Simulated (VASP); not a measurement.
# TaSiO4 (P4/mmm) in VASP: a series of runs, part 2 of 2

VASP 6.6.1.

## Step 4: Relaxation of cell and atoms, PBE

The input, INCAR:

```
ALGO     = Normal         # electronic algorithm
EDIFF    = 1E-7           # SCF threshold, eV
EDIFFG   = -0.04          # ionic threshold
ENCUT    = 600            # plane-wave cutoff, eV
GGA      = PE             # functional
IBRION   = 2              # ionic algorithm
ISIF     = 3              # what is computed and relaxed
ISMEAR   = 0              # smearing method
LASPH    = T              # aspherical terms in the spheres
LCHARG   = F              # write CHGCAR
LREAL    = F              # projectors in reciprocal space
LWAVE    = F              # write WAVECAR
NELM     = 60             # most SCF steps
NSW      = 90             # ionic steps
PREC     = Accurate       # precision mode
SIGMA    = 0.1            # smearing width, eV
```

The input, KPOINTS:

```
k-points
0
Gamma
  4 4 6
```

The input, POSCAR:

```
TaSiO4
1.0
    4.6417778800      0.0000000000      0.0000000000
    0.0000000000      4.6417778800      0.0000000000
    0.0000000000      0.0000000000      3.0356047300
Ta Si O
1 1 4
Direct
    0.0000000000      0.0000000000      0.5000000000
    0.5000000000      0.5000000000      0.0000000000
    0.6306284400      0.0000000000      0.5000000000
    0.3693715600      0.0000000000      0.5000000000
    0.0000000000      0.6306284400      0.5000000000
    0.0000000000      0.3693715600      0.5000000000
```

Potentials or basis: VASP PAW PBE potentials, release 64 (Ta_pv, Si, O).

On the command line:

```
$ cat potpaw_PBE.64/Ta_pv/POTCAR potpaw_PBE.64/Si/POTCAR potpaw_PBE.64/O/POTCAR > POTCAR
$ mpirun -np 1 vasp_std > vasp.out
```

OUTCAR:

```text
EDIFF = 1E-7
   EDIFFG = -0.04
   ENCUT = 600
   GGA = PE
   IBRION = 2
   ISIF = 3
   ISMEAR = 0
   LASPH = T
   LREAL = F
   NELM = 60
   NSW = 90
   PREC = Accurate

 ion  position               nearest neighbor table
   1  0.000  0.000  0.500-   3 1.71   4 1.71   5 1.71   6 1.71
   2  0.500  0.500  0.000-
   3  0.631  0.000  0.500-   4 1.21   1 1.71
   4  0.369  0.000  0.500-   3 1.21   1 1.71
   5  0.000  0.631  0.500-   6 1.21   1 1.71
   6  0.000  0.369  0.500-   5 1.21   1 1.71

  LATTYP: Found a simple tetragonal cell.
 ALAT       =     4.6417778800
 C/A-ratio  =     0.6539745779

  Lattice vectors:

 A1 = (   4.6417778800,   0.0000000000,   0.0000000000)
 A2 = (   0.0000000000,   4.6417778800,   0.0000000000)
 A3 = (   0.0000000000,   0.0000000000,   3.0356047300)

Analysis of symmetry for initial positions (statically):
=====================================================================
 Subroutine PRICEL returns:
 Original cell was already a primitive cell.

 Routine SETGRP: Setting up the symmetry group for a
 simple tetragonal supercell.

 Subroutine GETGRP returns: Found 16 space group operations
 (whereof 16 operations were pure point group operations)
 out of a pool of 16 trial point group operations.
[... 170 lines left out ...]
  free energy    TOTEN  =       -31.16997122 eV

  energy without entropy =      -31.14629056  energy(sigma->0) =      -31.15813089

 E-fermi :   7.3746     XC(G=0): -11.3409

 val. band max:        7.3559492851   @ k =   0.2500   0.2500   0.0000
 cond. band min:       7.3931217344   @ k =   0.2500   0.0000   0.0000
 fundamental gap:      0.0371724493
 Fermi energy:         7.3746261667
[... 1293 lines left out ...]
     22      -0.0256      0.71419
     23      -0.0236      0.69302

------------------------ aborting loop EDIFF was not reached (unconverged)  ----------------------------

  FORCE on cell =-STRESS in cart. coord.  units (eV):
  Direction    XX          YY          ZZ          XY          YZ          ZX
  --------------------------------------------------------------------------------------
  -------------------------------------------------------------------------------------
  Total      -35.1550954    -35.1550954     -7.4176389      0.0000000      0.0000000     -0.0000000
  in kB     -410.2753937   -410.2753937    -86.5671023      0.0000000      0.0000000     -0.0000000
  external PRESSURE =    -302.3726299 kB  Pullay stress =       0.0000000 kB
[... 695 lines left out ...]
     22       4.6902      0.00000
     23       4.6902      0.00000

[... ionic steps 4 to 12 ...]

--------------------------------------- Ionic step       13  -------------------------------------------

 number of electron      38.9999980 magnetization

------------------------ aborting loop because EDIFF is reached ----------------------------------------
[... 75 lines left out ...]
--------------------------------------- Ionic step       15  -------------------------------------------

 number of electron      38.9999978 magnetization

 Free energy of the ion-electron system (eV)
  ---------------------------------------------------
  ext. energy  EPLUGINS =         0.00000000
  ---------------------------------------------------
  free energy    TOTEN  =       -37.60397554 eV

  energy without entropy =      -37.59746694  energy(sigma->0) =      -37.60072124

 E-fermi :   3.0027     XC(G=0):  -9.8550

 val. band max:        2.9486806224   @ k =   0.5000   0.0000   0.3333
 cond. band min:       3.0931466979   @ k =   0.5000   0.2500   0.0000
 fundamental gap:      0.1444660755
 Fermi energy:         3.0027254136
[... 655 lines left out ...]
  FREE ENERGIE OF THE ION-ELECTRON SYSTEM (eV)
  ---------------------------------------------------
  free  energy   TOTEN  =       -37.6039755399 eV

  energy  without entropy=      -37.5974669407  energy(sigma->0) =      -37.60072124

 reached required accuracy - stopping structural energy minimisation
```

Wall time 4.6 min (1 thread of Intel Xeon 6975P-C (Granite Rapids), shared host); peak memory 0.23 GiB.

What came out:

```yaml
Free_energy: -37.6040 eV
Relaxed_volume: 14.77 Å³/atom
Relaxed_cell: a = 5.420 Å, b = 5.420 Å, c = 3.016 Å, α = 90.00°, β = 90.00°, γ = 90.00°
Space_group_after_relaxing_to_0.05_Å: P4/mmm (No. 123)
Energy_gained_by_relaxing: 1072.3 meV/atom
Ionic_steps: 15
Pressure_after_relaxing: 0.2 GPa
Largest_force_after_relaxing: 0.016 eV/Å
```

Forces in eV/Å, atoms in the order of the input:
```
Ta   0.000  0.000  0.000
Si   0.000  0.000  0.000
O    0.016  0.000  0.000
O   -0.016  0.000  0.000
O    0.000  0.016  0.000
O    0.000 -0.016  0.000
```

The path:
| step | energy change (eV) | largest force (eV/Å) | pressure (GPa) | volume (Å³) |
| --- | --- | --- | --- | --- |
| 1 | 0.0000 | 1.2123 | 89.38 | 65.41 |
| 2 | 3.4664 | 0.2843 | -30.24 | 137.29 |
| 3 | -5.2972 | 1.8781 | -9.36 | 90.06 |
| 4 | -5.4660 | 2.0107 | -4.65 | 86.97 |
| 5 | -5.5335 | 2.1703 | -0.46 | 84.71 |
| 6 | -6.1855 | 1.6231 | 3.98 | 85.50 |
| 7 | -2.6077 | 9.9697 | 36.82 | 87.59 |
| 8 | -6.3560 | 0.9180 | 6.28 | 85.92 |
| 9 | -6.3713 | 0.3032 | 5.87 | 85.82 |
| 10 | -6.2898 | 0.0136 | -5.46 | 92.39 |
| 11 | -6.4253 | 0.3856 | 0.94 | 88.24 |
| 12 | -6.4254 | 0.3874 | 1.07 | 88.16 |
| 13 | -6.4251 | 0.4535 | -0.70 | 88.71 |
| 14 | -6.4330 | 0.0274 | 0.14 | 88.43 |
| 15 | -6.4340 | 0.0164 | 0.21 | 88.59 |

Final structure:
```
Ta Si O
1.0
     5.41999    0.00000    0.00000
     0.00000    5.41999    0.00000
     0.00000    0.00000    3.01581
Ta Si O
1 1 4
Direct
  0.00000 0.00000 0.50000
  0.50000 0.50000 0.00000
  0.65033 0.00000 0.50000
  0.34967 0.00000 0.50000
  0.00000 0.65033 0.50000
  0.00000 0.34967 0.50000
```

Caveat: the standard files for N, O and F lose accuracy on very short bonds; the volume moved by over 15 % at a fixed basis, so the end points are rough; spin-orbit coupling is left out, which moves the levels of the heavy elements; an odd number of electrons without spin polarisation forces a metal; a magnetic or distorted state may lie lower.

## Step 5: Single point, PBE

The input, INCAR:

```
SYSTEM = TaSiO4
PREC     = Accurate       ! precision mode
ENCUT    = 600            ! plane-wave cutoff, eV
EDIFF    = 1E-6           ! SCF threshold, eV
ISMEAR   = 0              ! smearing method
SIGMA    = 0.1            ! smearing width, eV
LREAL    = .FALSE.        ! projectors in reciprocal space
LASPH    = .TRUE.         ! aspherical terms in the spheres
NELM     = 120            ! most SCF steps
ALGO     = Normal         ! electronic algorithm
ISIF     = 2              ! what is computed and relaxed
LWAVE    = .FALSE.        ! write WAVECAR
LCHARG   = .FALSE.        ! write CHGCAR
GGA      = PE             ! functional
NBANDS   = 30             ! bands
GGA_COMPAT= .FALSE.
```

The input, KPOINTS:

```
regular mesh
0
G
  4 4 6
  0 0 0
```

POSCAR is that of step 4.

Potentials or basis: VASP PAW PBE potentials, release 64 (Ta_sv_GW, Si, O).

On the command line:

```
$ cat potpaw_PBE.64/Ta_sv_GW/POTCAR potpaw_PBE.64/Si/POTCAR potpaw_PBE.64/O/POTCAR > POTCAR
$ mpirun -np 1 vasp_std > vasp.out
```

Run time: 31 s. Hardware: 1 thread of Intel Xeon 6975P-C (Granite Rapids), shared host; peak memory 0.22 GiB.

The run converged. Its results:

* Free energy: -33.7445 eV
* Pressure: 89.3 GPa
* Largest force: 1.145 eV/Å

Forces in eV/Å, atoms in the order of the input:
```
Ta   0.000  0.000  0.000
Si   0.000  0.000  0.000
O   -1.145  0.000  0.000
O    1.145  0.000  0.000
O    0.000 -1.145  0.000
O    0.000  1.145  0.000
```

Stress tensor (GPa, compression positive):
```
127.39   0.00   0.00
  0.00 127.39   0.00
  0.00   0.00  13.15
```

Levels at points of the mesh, in eV from the Fermi level:
```
           k point  band 16  band 17  band 18  band 19  band 20  band 21  band 22  band 23  band 24  band 25
(0.00, 0.00, 0.00)    -7.78    -4.90    -4.90    -4.01    -1.74     0.64     0.64     4.89     4.89     5.10
(0.50, 0.00, 0.00)    -4.89    -4.58    -4.56    -3.64    -2.96    -0.46     0.85     2.61     3.56     4.50
(0.50, 0.50, 0.00)    -4.24    -4.05    -4.05    -3.24    -2.67    -0.39    -0.39     2.24     2.44     2.63
(0.00, 0.00, 0.50)    -6.81    -6.81    -4.93    -2.75    -1.67     0.52     0.52     3.61     3.61     3.95
(0.50, 0.00, 0.50)    -5.58    -4.40    -4.39    -3.33    -1.73    -0.03     0.31     1.41     2.96     3.37
(0.50, 0.50, 0.50)    -5.13    -3.52    -3.40    -3.40    -1.40     0.19     0.19     1.43     1.43     2.53
```

Caveat: the standard files for N, O and F lose accuracy on very short bonds; spin-orbit coupling is left out, which moves the levels of the heavy elements; an odd number of electrons without spin polarisation forces a metal; a magnetic or distorted state may lie lower.

## Step 6: Single point, PBE

This run uses another cell than the first one, of 14.84 Å³/atom, 1.361 times its volume.

The input, INCAR:

```
PREC = Accurate
ENCUT = 600
EDIFF = 1E-6
ISMEAR = 0
SIGMA = 0.1
LREAL = F
LASPH = T
NELM = 120
ALGO = Normal
ISIF = 2
LWAVE = F
LCHARG = T
GGA = PE
LELF = T
LVHAR = T
NBANDS = 30
GGA_COMPAT = F
```

The input, KPOINTS:

```
regular mesh
0
Gamma
  4 4 6
```

The input, POSCAR:

```
TaSiO4
1.0
    5.4247429134      0.0000000000      0.0000000000
    0.0000000000      5.4247429134      0.0000000000
    0.0000000000      0.0000000000      3.0253139763
Ta Si O
1 1 4
Direct
    0.0000000000      0.0000000000      0.5000000000
    0.5000000000      0.5000000000      0.0000000000
    0.6511176889      0.0000000000      0.5000000000
    0.3488823111      0.0000000000      0.5000000000
    0.0000000000      0.6511176889      0.5000000000
    0.0000000000      0.3488823111      0.5000000000
```

Potentials or basis: VASP PAW PBE potentials, release 64 (Ta_sv_GW, Si, O).

On the command line:

```
$ cat potpaw_PBE.64/Ta_sv_GW/POTCAR potpaw_PBE.64/Si/POTCAR potpaw_PBE.64/O/POTCAR > POTCAR
$ mpirun -np 1 vasp_std > vasp.out
```

It took 85 s on 1 thread of Intel Xeon Platinum 8488C (Sapphire Rapids), shared host; peak memory 0.26 GiB.

Results (log left out):

```
Free energy   : -40.2222 eV
Pressure      : 0.2 GPa
Largest force : 0.090 eV/Å
```

Forces in eV/Å, atoms in the order of the input:
```
Ta   0.000  0.000  0.000
Si   0.000  0.000  0.000
O   -0.090  0.000  0.000
O    0.090  0.000  0.000
O    0.000 -0.090  0.000
O    0.000  0.090  0.000
```

Stress tensor (GPa, compression positive):
```
 0.35  0.00  0.00
 0.00  0.35  0.00
 0.00  0.00 -0.11
```

Levels at points of the mesh, in eV from the Fermi level:
```tsv
k point	band 18	band 19	band 20	band 21	band 22	band 23
(0.00, 0.00, 0.00)	-2.37	-2.37	-0.87	1.11	1.11	1.83
(0.50, 0.00, 0.00)	-2.17	-2.08	-1.31	-1.25	-0.09	0.92
(0.50, 0.50, 0.00)	-2.42	-1.61	-1.51	-1.13	-0.87	0.34
(0.00, 0.00, 0.50)	-4.15	-2.04	-0.77	1.46	1.46	1.94
(0.50, 0.00, 0.50)	-1.86	-1.83	-1.31	-1.16	1.25	1.47
(0.50, 0.50, 0.50)	-1.83	-1.83	-1.52	-1.37	-0.80	1.37
```

Caveat: spin-orbit coupling is left out, which moves the levels of the heavy elements; an odd number of electrons without spin polarisation forces a metal; a magnetic or distorted state may lie lower.

## Step 7: Summary

| task | potentials or basis | cell | cutoff (eV) | second run | gap on the mesh (eV) | pressure (GPa) | largest force (eV/Å) |
| --- | --- | --- | --- | --- | --- | --- | --- |
| single point | VASP PAW PBE potentials, release 64 (Ta_pv, Si, O) | a = 4.642, b = 4.642, c = 3.036 Å, 6 atoms | 520 | - | none | 89.6 | 1.19 |
| single point | VASP PAW PBE potentials, release 64 (Ta_pv, Si, O) | a = 5.425, b = 5.425, c = 3.025 Å, 6 atoms | 520 | - | none | 0.6 | 0.16 |
| relaxation of cell and atoms | VASP PAW PBE potentials, release 64 (Ta_pv, Si, O) | relaxed from a = 4.642, b = 4.642, c = 3.036 Å, 6 atoms | 600 | - | none | 0.2 | 0.02 |
| single point | VASP PAW PBE potentials, release 64 (Ta_sv_GW, Si, O) | a = 4.642, b = 4.642, c = 3.036 Å, 6 atoms | 600 | valence_matched | none | 89.3 | 1.15 |
| single point | VASP PAW PBE potentials, release 64 (Ta_sv_GW, Si, O) | a = 5.425, b = 5.425, c = 3.025 Å, 6 atoms | 600 | valence_matched | none | 0.2 | 0.09 |

Alike in all rows: level PBE; no spin polarisation; k mesh 4 × 4 × 6; smearing gaussian 0.1 eV.

Caveats: spin-orbit coupling is left out, which moves the levels of the heavy elements; an odd number of electrons without spin polarisation forces a metal; a magnetic or distorted state may lie lower; the standard files for N, O and F lose accuracy on very short bonds (some runs); the volume moved by over 15 % at a fixed basis, so the end points are rough (some runs).

Absolute energies hang on the potentials; compare differences alone.
